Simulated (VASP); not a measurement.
# Co (Fm-3m) in VASP: single point with PBE+U

Aim: the single point of Co with PBE+U.

All numbers are computed with VASP 6.6.1; they aren't measurements. Logs are shortened: lines on timing, memory, paths and dates and some standing lists are left out, and cuts for length are marked.

### Step 1. The cell of the first run

It takes space group Fm-3m (No. 225, cubic). The conventional cell has a = 3.589 Å, b = 3.589 Å, c = 3.589 Å, α = 90.00°, β = 90.00°, γ = 90.00°. Co (site symmetry m-3m) has 12 Co at 2.54 Å within 3.3 Å.

### Step 2. Single point, PBE+U

The input, INCAR:

```
PREC     = Accurate       # precision mode
ENCUT    = 600            # plane-wave cutoff, eV
EDIFF    = 1E-6           # SCF threshold, eV
ISMEAR   = -1             # smearing method
SIGMA    = 0.05           # smearing width, eV
LREAL    = F              # projectors in reciprocal space
LASPH    = T              # aspherical terms in the spheres
NELM     = 200            # most SCF steps
ALGO     = Normal         # electronic algorithm
ISIF     = 2              # what is computed and relaxed
LWAVE    = F              # write WAVECAR
LCHARG   = F              # write CHGCAR
LMAXMIX  = 4              # l up to which the mixer works
LDAU     = T              # DFT+U
LDAUTYPE = 2            
LDAUL    = 2              # shell
LDAUU    = 2.7            # U, eV
LDAUJ    = 0            
LDAUPRINT= 1            
GGA      = PE             # functional
NBANDS   = 16             # bands
GGA_COMPAT= F
```

The input, KPOINTS:

```
regular mesh
0
Gamma
  6 12 12
```

The input, POSCAR:

```
Co
1.0
    0.0000000000      3.5890000000      3.5890000000
    1.7945000000      0.0000000000      1.7945000000
    1.7945000000      1.7945000000      0.0000000000
Co
2
Direct
    0.0000000000      0.0000000000      0.0000000000
    0.5000000000      0.0000000000      0.0000000000
```

Potentials or basis: VASP PAW PBE potentials, release 64 (Co).

Launch:

```console
> cat potpaw_PBE.64/Co/POTCAR > POTCAR
> mpirun -np 1 vasp_std > vasp.out
```

OUTCAR:

```text
PREC = Accurate
   ENCUT = 600
   EDIFF = 1E-6
   ISMEAR = -1
   LREAL = F
   LASPH = T
   NELM = 200
   ISIF = 2
   GGA = PE

 ion  position               nearest neighbor table
   1  0.000  0.000  0.000-   2 2.54   2 2.54   2 2.54   2 2.54   2 2.54   2 2.54
   2  0.500  0.000  0.000-   1 2.54   1 2.54   1 2.54   1 2.54   1 2.54   1 2.54

  LATTYP: Found a trigonal (rhomboedric) cell.
 ALAT       =     4.3956093434
 COS(alpha) =     0.8333333333

  Lattice vectors:

 A1 = (   1.7945000000,  -1.7945000000,  -3.5890000000)
 A2 = (   3.5890000000,  -1.7945000000,  -1.7945000000)
 A3 = (   1.7945000000,  -3.5890000000,  -1.7945000000)

Analysis of symmetry for initial positions (statically):
=====================================================================
 Subroutine PRICEL returns following result:

  LATTYP: Found a face centered cubic cell.
 ALAT       =     3.5890000000

  Lattice vectors:

 A1 = (   0.0000000000,   1.7945000000,   1.7945000000)
 A2 = (   1.7945000000,   0.0000000000,   1.7945000000)
 A3 = (   1.7945000000,   1.7945000000,   0.0000000000)

   2 primitive cells build up your supercell.

 Routine SETGRP: Setting up the symmetry group for a
 trigonal (rhombohedral) supercell.

 Subroutine GETGRP returns: Found 12 space group operations
 (whereof 12 operations were pure point group operations)
 out of a pool of 12 trial point group operations.

The static configuration has the point symmetry D_3d.

Analysis of symmetry for dynamics (positions and initial velocities):
=====================================================================
 Subroutine PRICEL returns following result:

  LATTYP: Found a face centered cubic cell.
 ALAT       =     3.5890000000

  Lattice vectors:

 A1 = (   0.0000000000,   1.7945000000,   1.7945000000)
 A2 = (   1.7945000000,   0.0000000000,   1.7945000000)
 A3 = (   1.7945000000,   1.7945000000,   0.0000000000)

   2 primitive cells build up your supercell.

 Routine SETGRP: Setting up the symmetry group for a
 trigonal (rhombohedral) supercell.

 Subroutine GETGRP returns: Found 12 space group operations
 (whereof 12 operations were pure point group operations)
 out of a pool of 12 trial point group operations.

The dynamic configuration has the point symmetry D_3d.

 Subroutine INISYM returns: Found 12 space group operations
 (whereof 12 operations are pure point group operations),
 and found     2 'primitive' translations

----------------------------------------------------------------------------------------

                                     Primitive cell

  volume of cell :      11.5574

  direct lattice vectors                    reciprocal lattice vectors
     0.000000000  1.794500000  1.794500000    -0.278629145  0.278629145  0.278629145
     1.794500000  0.000000000  1.794500000     0.278629145 -0.278629145  0.278629145
     1.794500000  1.794500000  0.000000000     0.278629145  0.278629145 -0.278629145

  length of vectors
     2.537806238  2.537806238  2.537806238     0.482599835  0.482599835  0.482599835

[... 120 lines left out ...]
  Thomas-Fermi vector in A             =   2.616907
   LORBIT       =      0    0 simple, 1 ext, 2 COOP (PROOUT), +10 PAW based schemes
 LDA+U is selected, type is set to LDAUTYPE =  2
   angular momentum for each species LDAUL =     2
   U (eV)           for each species LDAUU =   2.7
   J (eV)           for each species LDAUJ =   0.0
   GGA     = PE    functional components
   LHFCALC =     F    Hartree Fock is set to
   AEXX    =    0.0000 exact exchange contribution
   IVDW    =     0    specifies the selected vdW correction
   LEPSILON=     F    determine dielectric tensor
   LRPA    =     F    only Hartree local field effects (RPA)
 non-spin polarized calculation
  energy-cutoff  :      600.00
  volume of cell :       23.11
 maximum number of plane-waves:       785
 NGX is ok and might be reduce to    42
   NGX = 21   NGY = 11   NGZ = 11

atom =   1  type =  1  l = 2

 onsite density matrix

spin component  1

  0.6618  0.0000 -0.0000 -0.0000  0.0000
  0.0000  0.6618 -0.0000  0.0000  0.0000
 -0.0000 -0.0000  0.8458  0.0000  0.0000
 -0.0000  0.0000  0.0000  0.6618  0.0000
  0.0000  0.0000  0.0000  0.0000  0.8458

spin component  2

  0.6618  0.0000 -0.0000 -0.0000  0.0000
  0.0000  0.6618 -0.0000  0.0000  0.0000
 -0.0000 -0.0000  0.8458  0.0000  0.0000
 -0.0000  0.0000  0.0000  0.6618  0.0000
  0.0000  0.0000  0.0000  0.0000  0.8458

 occupancies and eigenvectors

  o =  0.6618  v =  0.5774 -0.5774  0.0000  0.5774 -0.0000  0.0000  0.0000  0.0000  0.0000  0.0000      0.0000  0.0000  0.0000  0.0000  0.0000  0.0000  0.0000  0.0000  0.0000  0.0000
  o =  0.6618  v =  0.0000  0.0000  0.0000  0.0000  0.0000  0.5774 -0.5774  0.0000  0.5774 -0.0000      0.0000  0.0000  0.0000  0.0000  0.0000  0.0000  0.0000  0.0000  0.0000  0.0000
  o =  0.6618  v =  0.8110  0.3236  0.0000 -0.4874  0.0000  0.0000  0.0000  0.0000  0.0000  0.0000      0.0000  0.0000  0.0000  0.0000  0.0000  0.0000  0.0000  0.0000  0.0000  0.0000
  o =  0.6618  v =  0.0000  0.0000  0.0000  0.0000  0.0000  0.8110  0.3236  0.0000 -0.4874  0.0000      0.0000  0.0000  0.0000  0.0000  0.0000  0.0000  0.0000  0.0000  0.0000  0.0000
  o =  0.6618  v =  0.0000  0.0000  0.0000  0.0000  0.0000  0.0946  0.7497  0.0000  0.6550 -0.0000      0.0000  0.0000  0.0000  0.0000  0.0000  0.0000  0.0000  0.0000  0.0000  0.0000
  o =  0.6618  v =  0.0946  0.7497  0.0000  0.6550 -0.0000  0.0000  0.0000  0.0000  0.0000  0.0000      0.0000  0.0000  0.0000  0.0000  0.0000  0.0000  0.0000  0.0000  0.0000  0.0000
  o =  0.8458  v =  0.0000  0.0000  0.0000  0.0000  1.0000  0.0000  0.0000  0.0000  0.0000  0.0000      0.0000  0.0000  0.0000  0.0000  0.0000  0.0000  0.0000  0.0000  0.0000  0.0000
  o =  0.8458  v =  0.0000  0.0000  0.0000  0.0000  0.0000  0.0000  0.0000  0.0000  0.0000  1.0000      0.0000  0.0000  0.0000  0.0000  0.0000  0.0000  0.0000  0.0000  0.0000  0.0000
  o =  0.8458  v =  0.0000  0.0000  0.0000  0.0000  0.0000 -0.0000 -0.0000  1.0000  0.0000 -0.0000      0.0000  0.0000  0.0000  0.0000  0.0000  0.0000  0.0000  0.0000  0.0000  0.0000
  o =  0.8458  v = -0.0000 -0.0000  1.0000  0.0000 -0.0000  0.0000  0.0000  0.0000  0.0000  0.0000      0.0000  0.0000  0.0000  0.0000  0.0000  0.0000  0.0000  0.0000  0.0000  0.0000

atom =   2  type =  1  l = 2

 onsite density matrix

spin component  1

  0.6618  0.0000 -0.0000 -0.0000  0.0000
  0.0000  0.6618 -0.0000  0.0000  0.0000
 -0.0000 -0.0000  0.8458  0.0000  0.0000
 -0.0000  0.0000  0.0000  0.6618  0.0000
  0.0000  0.0000  0.0000  0.0000  0.8458

spin component  2

  0.6618  0.0000 -0.0000 -0.0000  0.0000
  0.0000  0.6618 -0.0000  0.0000  0.0000
 -0.0000 -0.0000  0.8458  0.0000  0.0000
 -0.0000  0.0000  0.0000  0.6618  0.0000
  0.0000  0.0000  0.0000  0.0000  0.8458

 occupancies and eigenvectors

  o =  0.6618  v =  0.5774 -0.5774 -0.0000  0.5774  0.0000  0.0000  0.0000  0.0000  0.0000  0.0000      0.0000  0.0000  0.0000  0.0000  0.0000  0.0000  0.0000  0.0000  0.0000  0.0000
  o =  0.6618  v =  0.0000  0.0000  0.0000  0.0000  0.0000  0.5774 -0.5774 -0.0000  0.5774  0.0000      0.0000  0.0000  0.0000  0.0000  0.0000  0.0000  0.0000  0.0000  0.0000  0.0000
  o =  0.6618  v =  0.0000  0.0000  0.0000  0.0000  0.0000  0.0492  0.7304  0.0000  0.6812 -0.0000      0.0000  0.0000  0.0000  0.0000  0.0000  0.0000  0.0000  0.0000  0.0000  0.0000
  o =  0.6618  v =  0.0492  0.7304  0.0000  0.6812 -0.0000  0.0000  0.0000  0.0000  0.0000  0.0000      0.0000  0.0000  0.0000  0.0000  0.0000  0.0000  0.0000  0.0000  0.0000  0.0000
  o =  0.6618  v =  0.0000  0.0000  0.0000  0.0000  0.0000  0.8150  0.3649  0.0000 -0.4501  0.0000      0.0000  0.0000  0.0000  0.0000  0.0000  0.0000  0.0000  0.0000  0.0000  0.0000
  o =  0.6618  v =  0.8150  0.3649  0.0000 -0.4501  0.0000  0.0000  0.0000  0.0000  0.0000  0.0000      0.0000  0.0000  0.0000  0.0000  0.0000  0.0000  0.0000  0.0000  0.0000  0.0000
  o =  0.8458  v =  0.0000  0.0000  0.0000  0.0000  1.0000  0.0000  0.0000  0.0000  0.0000  0.0000      0.0000  0.0000  0.0000  0.0000  0.0000  0.0000  0.0000  0.0000  0.0000  0.0000
  o =  0.8458  v =  0.0000  0.0000  0.0000  0.0000  0.0000  0.0000  0.0000  0.0000  0.0000  1.0000      0.0000  0.0000  0.0000  0.0000  0.0000  0.0000  0.0000  0.0000  0.0000  0.0000
  o =  0.8458  v =  0.0000  0.0000  0.0000  0.0000  0.0000 -0.0000 -0.0000  1.0000  0.0000 -0.0000      0.0000  0.0000  0.0000  0.0000  0.0000  0.0000  0.0000  0.0000  0.0000  0.0000
  o =  0.8458  v = -0.0000 -0.0000  1.0000  0.0000 -0.0000  0.0000  0.0000  0.0000  0.0000  0.0000      0.0000  0.0000  0.0000  0.0000  0.0000  0.0000  0.0000  0.0000  0.0000  0.0000

 number of electron      18.0000004 magnetization

 Free energy of the ion-electron system (eV)
  ---------------------------------------------------
  ext. energy  EPLUGINS =         0.00000000
  ---------------------------------------------------
  free energy    TOTEN  =        -8.28254516 eV

  energy without entropy =       -8.24505716  energy(sigma->0) =       -8.26380116

 E-fermi :   8.7955     XC(G=0): -13.0149

 val. band max:        8.7909743107   @ k =  -0.3333   0.3333   0.0000
 cond. band min:       8.7989659808   @ k =   0.5000   0.0833   0.0000
 fundamental gap:      0.0079916701
 Fermi energy:         8.7954897290

 k-point     1 :       0.0000    0.0000    0.0000
  band No.  band energies     occupation
      1       0.8457      2.00000
      2       4.7874      2.00000
      3       6.9933      2.00000
      4       6.9933      2.00000
      5       7.3365      2.00000
      6       7.3365      2.00000
[... 433 lines left out ...]
      3       5.9071      2.00000
      4       6.8740      2.00000
      5       7.1558      2.00000
      6       7.3709      2.00000
[... 8 lines left out ...]
     15      21.1787      0.00000
     16      26.1377      0.00000

 [... further k-points ...]

------------------------ aborting loop because EDIFF is reached ----------------------------------------

  FORCE on cell =-STRESS in cart. coord.  units (eV):
  Direction    XX          YY          ZZ          XY          YZ          ZX
  --------------------------------------------------------------------------------------
  -------------------------------------------------------------------------------------
  Total       -3.6761832     -3.6761832     -3.6761832      0.0000337     -0.0000337      0.0000337
  in kB     -254.8105145   -254.8105145   -254.8105145      0.0023393     -0.0023393      0.0023393
  external PRESSURE =    -254.8105145 kB  Pullay stress =       0.0000000 kB

 VOLUME and BASIS-vectors are now :
 -----------------------------------------------------------------------------
  energy-cutoff  :      600.00
  volume of cell :       23.11
      direct lattice vectors                 reciprocal lattice vectors
     0.000000000  3.589000000  3.589000000    -0.139314572  0.139314572  0.139314572
     1.794500000  0.000000000  1.794500000     0.278629145 -0.278629145  0.278629145
     1.794500000  1.794500000  0.000000000     0.278629145  0.278629145 -0.278629145

 POSITION                                       TOTAL-FORCE (eV/Angst)
 -----------------------------------------------------------------------------------
      0.00000      0.00000      0.00000        -0.000000     -0.000000     -0.000000
      0.00000      1.79450      1.79450         0.000000      0.000000      0.000000
 -----------------------------------------------------------------------------------
    total drift:                               -0.000000     -0.000000      0.000000

  FREE ENERGIE OF THE ION-ELECTRON SYSTEM (eV)
  ---------------------------------------------------
  free  energy   TOTEN  =        -8.2825451562 eV

  energy  without entropy=       -8.2450571587  energy(sigma->0) =       -8.26380116
```

Wall time 52 s (1 thread of Intel Xeon 8259CL, shared host); peak memory 0.17 GiB.

Results:

```yaml
Free_energy: -8.2825 eV
Pressure: -25.5 GPa
Band_gap_on_the_k_mesh: zero (band 9 reaches 9.26 eV, above the bottom of band 10 at 8.04 eV)
```

Eigenvalues of the final occupation matrices:
| site | spin | trace | eigenvalues |
| --- | --- | --- | --- |
| site 1 d | 1 | 3.68 | 0.66 0.66 0.66 0.85 0.85 |
| site 1 d | 2 | 3.68 | 0.66 0.66 0.66 0.85 0.85 |
| site 2 d | 1 | 3.68 | 0.66 0.66 0.66 0.85 0.85 |
| site 2 d | 2 | 3.68 | 0.66 0.66 0.66 0.85 0.85 |

Caveat: the run has no spin polarisation, though such a crystal can be magnetic; U without spin polarisation on a metal has little footing; the U is typed as a test and isn't derived for this compound. Spin polarisation is off, so any magnetic state and its effect on volume and gap are missing.
